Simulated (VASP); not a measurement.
# MgS (P6_3mc) in VASP: notebook, part 2 of 2

VASP 6.6.1.

### Step 3. Relaxation of cell and atoms, PBE

This run uses another cell than the first one: it holds 16 atoms, not 8.

INCAR

```
SYSTEM = MgS
  ALGO = Normal
  EDIFF = 1E-7
  EDIFFG = -0.01
  ENCUT = 600
  GGA = PE
  IBRION = 2
  ISIF = 3
  ISMEAR = 0
  LASPH = .TRUE.
  LCHARG = .FALSE.
  LREAL = Auto
  LWAVE = .FALSE.
  NELM = 60
  NSW = 65
  PREC = Accurate
  SIGMA = 0.02
```

KPOINTS

```
k-points
0
G
  9 9 1
  0 0 0
```

POSCAR

```
MgS
1.0
    4.0544445329      0.0000000000      0.0000000000
   -2.0272222664      3.5112519637      0.0000000000
    0.0000000000      0.0000000000     25.9657212696
Mg S
8 8
Direct
    0.0000000000      0.0000000000      0.0000000000
    0.3333333333      0.6666666667      0.1250000000
    0.0000000000      0.0000000000      0.2500000000
    0.3333333333      0.6666666667      0.3750000000
    0.0000000000      0.0000000000      0.5000000000
    0.6666666667      0.3333333333      0.6250000000
    0.0000000000      0.0000000000      0.7500000000
    0.6666666667      0.3333333333      0.8750000000
    0.0000000000      0.0000000000      0.0937500000
    0.3333333333      0.6666666667      0.2187500000
    0.0000000000      0.0000000000      0.3437500000
    0.3333333333      0.6666666667      0.4687500000
    0.0000000000      0.0000000000      0.5937500000
    0.6666666667      0.3333333333      0.7187500000
    0.0000000000      0.0000000000      0.8437500000
    0.6666666667      0.3333333333      0.9687500000
```

Potentials or basis: VASP PAW PBE potentials, release 64 (Mg, S).

Run with:

```sh
cat potpaw_PBE.64/Mg/POTCAR potpaw_PBE.64/S/POTCAR > POTCAR
mpirun -np 1 vasp_std > vasp.out
```

OUTCAR:

```text
SYSTEM = MgS
   EDIFF = 1E-7
   EDIFFG = -0.01
   ENCUT = 600
   GGA = PE
   IBRION = 2
   ISIF = 3
   ISMEAR = 0
   LASPH = .TRUE.
   LREAL = Auto
   NELM = 60
   NSW = 65
   PREC = Accurate

 ion  position               nearest neighbor table
   1  0.000  0.000  0.000-   9 2.43  16 2.48  16 2.48  16 2.48
   2  0.333  0.667  0.125-  10 2.43   9 2.48   9 2.48   9 2.48
   3  0.000  0.000  0.250-  11 2.43  10 2.48  10 2.48  10 2.48
   4  0.333  0.667  0.375-  12 2.43  11 2.48  11 2.48  11 2.48
   5  0.000  0.000  0.500-  13 2.43  12 2.48  12 2.48  12 2.48
   6  0.667  0.333  0.625-  14 2.43  13 2.48  13 2.48  13 2.48
[... 8 lines left out ...]
  15  0.000  0.000  0.844-   7 2.43   8 2.48   8 2.48   8 2.48
  16  0.667  0.333  0.969-   8 2.43   1 2.48   1 2.48   1 2.48

  LATTYP: Found a hexagonal cell.
 ALAT       =     4.0544445329
 C/A-ratio  =     6.4042610668

  Lattice vectors:

 A1 = (   4.0544445329,   0.0000000000,   0.0000000000)
 A2 = (  -2.0272222664,   3.5112519637,   0.0000000000)
 A3 = (   0.0000000000,   0.0000000000,  25.9657212696)

Analysis of symmetry for initial positions (statically):
=====================================================================
 Subroutine PRICEL returns:
 Original cell was already a primitive cell.

 Routine SETGRP: Setting up the symmetry group for a
 hexagonal supercell.

 Subroutine GETGRP returns: Found 12 space group operations
 (whereof  6 operations were pure point group operations)
 out of a pool of 24 trial point group operations.

The static configuration has the point symmetry C_3v.
 The point group associated with its full space group is C_6v.

Analysis of symmetry for dynamics (positions and initial velocities):
=====================================================================
 Subroutine PRICEL returns:
 Original cell was already a primitive cell.

 Routine SETGRP: Setting up the symmetry group for a
 hexagonal supercell.

 Subroutine GETGRP returns: Found 12 space group operations
 (whereof  6 operations were pure point group operations)
 out of a pool of 24 trial point group operations.

The dynamic configuration has the point symmetry C_3v.
 The point group associated with its full space group is C_6v.

 Subroutine INISYM returns: Found 12 space group operations
 (whereof  6 operations are pure point group operations),
 and found     1 'primitive' translations

----------------------------------------------------------------------------------------

                                     Primitive cell

  volume of cell :     369.6526

  direct lattice vectors                    reciprocal lattice vectors
     4.054444533  0.000000000  0.000000000     0.246642910  0.142399351  0.000000000
    -2.027222266  3.511251964  0.000000000     0.000000000  0.284798702  0.000000000
     0.000000000  0.000000000 25.965721270     0.000000000  0.000000000  0.038512314

  length of vectors
     4.054444533  4.054444533 25.965721270     0.284798702  0.284798702  0.038512314

  position of ions in fractional coordinates (direct lattice)
     0.000000000  0.000000000  0.000000000
     0.333333333  0.666666667  0.125000000
     0.000000000  0.000000000  0.250000000
     0.333333333  0.666666667  0.375000000
     0.000000000  0.000000000  0.500000000
     0.666666667  0.333333333  0.625000000
[... 61 lines left out ...]
  0.333333 -0.000000  0.000000      6.000000
  0.444444 -0.000000  0.000000      6.000000
  0.111111  0.111111  0.000000      6.000000
  0.222222  0.111111  0.000000     12.000000
  0.333333  0.111111  0.000000     12.000000
  0.444444  0.111111  0.000000      6.000000
  0.222222  0.222222  0.000000      6.000000
  0.333333  0.222222  0.000000     12.000000
  0.333333  0.333333  0.000000      2.000000
   k-points           NKPTS =     12   k-points in BZ     NKDIM =     12   number of bands    NBANDS=     41
   number of dos      NEDOS =    301   number of ions     NIONS =     16
   total plane-waves  NPLWV = 215040
   dimension x,y,z NGX =    32 NGY =   32 NGZ =  210
   dimension x,y,z NGXF=    64 NGYF=   64 NGZF=  420
   ions per type =               8   8
   NGX,Y,Z   is equivalent  to a cutoff of  13.12, 13.12, 13.45 a.u.
   NGXF,Y,Z  is equivalent  to a cutoff of  26.24, 26.24, 26.89 a.u.
 SYSTEM =  MgS
   PREC   = accura    normal or accurate (medium, high low for compatibility)
   ISTART =      0    job   : 0-new  1-cont  2-samecut
   ICHARG =      2    charge: 1-file 2-atom 10-const
   ISPIN  =      1    spin polarized calculation?
   LNONCOLLINEAR =      F non collinear calculations
   LSORBIT =      F    spin-orbit coupling
   LASPH  =      T    aspherical Exc in radial PAW
   ENCUT  =  600.0 eV  44.10 Ry    6.64 a.u.   8.10  8.10 51.86*2*pi/ulx,y,z
   NELM   =     60;   NELMIN=  2; NELMDL= -5     # of ELM steps
   EDIFF  = 0.1E-06   stopping-criterion for ELM
   LREAL  =      T    real-space projection
   EDIFFG = -.1E-01   stopping-criterion for IOM
   NSW    =     65    number of steps for IOM
   IBRION =      2    ionic relax: 0-MD 1-quasi-New 2-CG
   NFREE  =      1    steps in history (QN), initial steepest desc. (CG)
   ISIF   =      3    stress and relaxation
   ISYM   =      2    0-nonsym 1-usesym 2-fastsym
   POTIM  = 0.5000    time-step for ionic-motion
   TEBEG  =    0.0;   TEEND  =   0.0 temperature during run
   PSTRESS=    0.0 pullay stress
   NELECT =      64.0000    total number of electrons
   NUPDOWN=      -1.0000    fix difference up-down
   EMIN   =  10.00;   EMAX   =-10.00  energy-range for DOS
   EFERMI =   0.00;   METHOD = LEGACY
   ISMEAR =     0;   SIGMA  =   0.02  broadening in eV -4-tet -1-fermi 0-gaus
   EFERMI_NEDOS =   21; number of points for ismear=-14 and -15
   IALGO  =     38    algorithm
   IMIX   =      4    mixing-type and parameters
     AMIX     =   0.40;   BMIX     =  1.00
     AMIX_MAG =   1.60;   BMIX_MAG =  1.00
  volume/ion in A,a.u.               =      23.10       155.91
  Fermi-wavevector in a.u.,A,eV,Ry     =   0.912438  1.724259 11.327447  0.832544
  Thomas-Fermi vector in A             =   2.036834
   LORBIT       =      0    0 simple, 1 ext, 2 COOP (PROOUT), +10 PAW based schemes
   GGA     = PE    functional components
   LHFCALC =     F    Hartree Fock is set to
   AEXX    =    0.0000 exact exchange contribution
   IVDW    =     0    specifies the selected vdW correction
   LEPSILON=     F    determine dielectric tensor
   LRPA    =     F    only Hartree local field effects (RPA)
 conjugate gradient relaxation of ions
 non-spin polarized calculation
 Gauss-broadening in eV      SIGMA  =   0.02
  energy-cutoff  :      600.00
  volume of cell :      369.65
 maximum number of plane-waves:     12370
   NGX = 17   NGY = 17   NGZ =103

--------------------------------------- Ionic step        1  -------------------------------------------

 number of electron      64.0000000 magnetization

 Free energy of the ion-electron system (eV)
  ---------------------------------------------------
  ext. energy  EPLUGINS =         0.00000000
  ---------------------------------------------------
  free energy    TOTEN  =       -67.86305411 eV

  energy without entropy =      -67.86305411  energy(sigma->0) =      -67.86305411

------------------------ aborting loop because EDIFF is reached ----------------------------------------

  FORCE on cell =-STRESS in cart. coord.  units (eV):
  Direction    XX          YY          ZZ          XY          YZ          ZX
  --------------------------------------------------------------------------------------
  -------------------------------------------------------------------------------------
  Total       -1.4053497     -1.4053497      2.2833238     -0.0000000      0.0000000      0.0000000
  in kB       -6.0911773     -6.0911773      9.8965618     -0.0000000      0.0000000      0.0000000
  external PRESSURE =      -0.7619310 kB  Pullay stress =       0.0000000 kB
[... 131 lines left out ...]
  FREE ENERGIE OF THE ION-ELECTRON SYSTEM (eV)
  ---------------------------------------------------
  free  energy   TOTEN  =       -67.8892423932 eV

  energy  without entropy=      -67.8892423932  energy(sigma->0) =      -67.88924239

[... ionic steps 4 to 7 ...]

--------------------------------------- Ionic step        8  -------------------------------------------

 number of electron      64.0000000 magnetization

------------------------ aborting loop because EDIFF is reached ----------------------------------------
[... 95 lines left out ...]
--------------------------------------- Ionic step       10  -------------------------------------------

 number of electron      64.0000000 magnetization

 Free energy of the ion-electron system (eV)
  ---------------------------------------------------
  ext. energy  EPLUGINS =         0.00000000
  ---------------------------------------------------
  free energy    TOTEN  =       -67.89066558 eV

  energy without entropy =      -67.89066558  energy(sigma->0) =      -67.89066558

 E-fermi :   1.1443     XC(G=0):  -8.3208

 val. band max:        1.0294029162   @ k =   0.0000   0.0000   0.0000
 cond. band min:       4.4107749732   @ k =   0.0000   0.0000   0.0000
 fundamental gap:      3.3813720571
 Fermi energy:         1.1443017266

 k-point     1 :       0.0000    0.0000    0.0000
  band No.  band energies     occupation
      1     -10.2605      2.00000
      2     -10.1856      2.00000
      3     -10.1578      2.00000
      4      -9.9481      2.00000
      5      -9.9393      2.00000
      6      -9.7016      2.00000
[... 560 lines left out ...]
  FREE ENERGIE OF THE ION-ELECTRON SYSTEM (eV)
  ---------------------------------------------------
  free  energy   TOTEN  =       -67.8906655784 eV

  energy  without entropy=      -67.8906655784  energy(sigma->0) =      -67.89066558

 reached required accuracy - stopping structural energy minimisation
```

Run time: 26 min. Hardware: 1 thread of Intel Xeon Platinum 8124M at 3.00GHz (Skylake/Cascade Lake), shared host; peak memory 0.61 GiB.

Results:

```yaml
Free_energy: -67.8907 eV
Relaxed_volume: 23.06 Å³/atom
Relaxed_cell: a = 4.043 Å, b = 4.043 Å, c = 26.056 Å, α = 90.00°, β = 90.00°, γ = 120.00°
Space_group_after_relaxing_to_0.1_Å: P6_3mc (No. 186)
Energy_gained_by_relaxing: 1.7 meV/atom
Ionic_steps: 10
Pressure_after_relaxing: 0.0 GPa
Largest_force_after_relaxing: 0.008 eV/Å
Band_gap_on_the_k_mesh: 3.38 eV
```

Forces in eV/Å, atoms in the order of the input:
```
Mg   0.000  0.000  0.004
Mg   0.000  0.000 -0.004
Mg   0.000  0.000  0.008
Mg   0.000  0.000 -0.008
Mg   0.000  0.000  0.004
Mg   0.000  0.000 -0.004
Mg   0.000  0.000  0.008
Mg   0.000  0.000 -0.008
S    0.000  0.000  0.003
S    0.000  0.000  0.003
S    0.000  0.000  0.002
S    0.000  0.000 -0.007
S    0.000  0.000  0.003
S    0.000  0.000  0.003
S    0.000  0.000  0.002
S    0.000  0.000 -0.007
```

The path:
| step | energy change (eV) | largest force (eV/Å) | pressure (GPa) | volume (Å³) |
| --- | --- | --- | --- | --- |
| 1 | 0.0000 | 0.2313 | -0.08 | 369.65 |
| 2 | -0.0262 | 0.0357 | -0.02 | 369.05 |
| 3 | -0.0262 | 0.0396 | -0.02 | 369.07 |
| 4 | -0.0267 | 0.0313 | 0.01 | 368.87 |
| 5 | -0.0272 | 0.0229 | 0.08 | 368.41 |
| 6 | -0.0272 | 0.0220 | 0.09 | 368.30 |
| 7 | -0.0275 | 0.0129 | 0.02 | 368.72 |
| 8 | -0.0276 | 0.0105 | -0.03 | 369.07 |
| 9 | -0.0276 | 0.0112 | -0.01 | 368.96 |
| 10 | -0.0276 | 0.0084 | -0.01 | 368.92 |

Final structure:
```
Mg S
1.0
     4.04337    0.00000    0.00000
    -2.02169    3.50166    0.00000
     0.00000    0.00000   26.05614
Mg S
8 8
Direct
  0.00000 0.00000 0.99917
  0.33333 0.66667 0.12482
  0.00000 0.00000 0.24952
  0.33333 0.66667 0.37446
  0.00000 0.00000 0.49917
  0.66667 0.33333 0.62482
  0.00000 0.00000 0.74952
  0.66667 0.33333 0.87446
  0.00000 0.00000 0.09415
  0.33333 0.66667 0.21946
  0.00000 0.00000 0.34426
  0.33333 0.66667 0.46915
  0.00000 0.00000 0.59415
  0.66667 0.33333 0.71946
  0.00000 0.00000 0.84426
  0.66667 0.33333 0.96915
```

Levels at points of the mesh, in eV from the valence-band top:
| k point | band 29 | band 30 | band 31 | band 32 | band 33 | band 34 | band 35 | band 36 |
| --- | --- | --- | --- | --- | --- | --- | --- | --- |
| (0.00, 0.00, 0.00) | -0.13 | -0.08 | -0.08 | 0.00 | 3.38 | 4.02 | 4.09 | 4.77 |

A k mesh can miss the band edges.
